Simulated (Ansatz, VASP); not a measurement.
# One calculation of KTaO3, two programs

INCAR

```
SYSTEM = KTaO3
  ALGO = Normal
  EDIFF = 1E-8
  ENCUT = 520
  GGA = PE
  GGA_COMPAT = .FALSE.
  ISIF = 2
  ISMEAR = -1
  LASPH = .TRUE.
  LCHARG = .FALSE.
  LEFG = .TRUE.
  LREAL = .FALSE.
  LWAVE = .FALSE.
  NBANDS = 27
  NELM = 120
  PREC = Accurate
  SIGMA = 0.01
```

The input KPOINTS:

```
k-points
0
G
  5 5 5
  0 0 0
```

POSCAR

```
KTaO3
1.0
    3.9085340000      0.0000000000      0.0000000000
    0.0000000000      3.9085340000      0.0000000000
    0.0000000000      0.0000000000      3.9883000000
K Ta O
1 1 3
Direct
    0.5000000000      0.5000000000      0.5000000000
    0.0000000000      0.0000000000      0.0000000000
    0.5000000000      0.0000000000      0.0000000000
    0.0000000000      0.5000000000      0.0000000000
    0.0000000000      0.0000000000      0.5000000000
```

Input for Ansatz:

```yaml
crystal:
  lattice:
    - [3.908534, 0.0, 0.0]
    - [0.0, 3.908534, 0.0]
    - [0.0, 0.0, 3.9883]
  atoms:
    - { symbol: K, position: [0.5, 0.5, 0.5] }
    - { symbol: Ta, position: [0.0, 0.0, 0.0] }
    - { symbol: O, position: [0.5, 0.0, 0.0] }
    - { symbol: O, position: [0.0, 0.5, 0.0] }
    - { symbol: O, position: [0.0, 0.0, 0.5] }
kpoints:
  mp_grid: { grid: [5, 5, 5] }
scf:
  occupations: { method: fermi_dirac, width: 0.01 }
hamiltonian:
  xc: pbe
  pseudopotentials: { kind: all_electron, datasets: crystal }
output:
  forces: true
  stress: true
  eigenvalues: true
  efg: { contact_densities: true }
```

Change from the starting cell: equal xx and yy strain of -2 %, crystal datasets.

Alike in both runs: task electric field gradients; functional PBE; k mesh 5 × 5 × 5; occupations fermi-dirac, width 0.01 eV; no spin polarisation.

```csv
,VASP,Ansatz
version,VASP 6.6.1,Ansatz 0.2.0
potentials or method,"VASP PAW PBE potentials, release 64 (K_sv, Ta_pv, O), cutoff 520 eV","all-electron PAW with datasets made for the crystal, scalar-relativistic"
```

```csv
,VASP,Ansatz,Ansatz less VASP
gap on the k mesh at the Fermi level (eV),2.36,2.42,+0.056
pressure (GPa),15.8,15.0,-0.83
"traceless stress, the component that is largest in VASP (GPa)",-5.95,-5.83,+0.127
size of Vzz on the site where it differs most (V/Å²),115.1,111.4,-3.75
```

Ansatz ran all-electron here, and VASP with PAW potentials.

Spin-orbit coupling is off throughout.
